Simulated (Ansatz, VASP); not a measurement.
# Bi in VASP and in Ansatz

```
CELL_PARAMETERS angstrom
-1.81914 1.81914 1.81914
1.81914 -1.81914 1.81914
1.81914 1.81914 -1.81914
ATOMIC_POSITIONS crystal
Bi 0.00000 0.00000 0.00000
```

Change from the starting cell: volume scaled by 0.76, LAPW.

Alike in both runs: task single point; functional PBE; k mesh 13 × 13 × 13; occupations fermi-dirac, width 0.08 eV; no spin polarisation.

|  | VASP | Ansatz |
| --- | --- | --- |
| version | VASP 6.6.1 | Ansatz 0.2.0 |
| potentials or method | VASP PAW PBE potentials, release 64 (Bi_d), cutoff 520 eV | all-electron LAPW, scalar-relativistic |

|  | VASP | Ansatz | Ansatz less VASP |
| --- | --- | --- | --- |
| pressure (GPa) | 26.6 | 26.7 | +0.11 |

Ansatz ran all-electron here, and VASP with PAW potentials.

Neither program's run includes spin-orbit coupling.
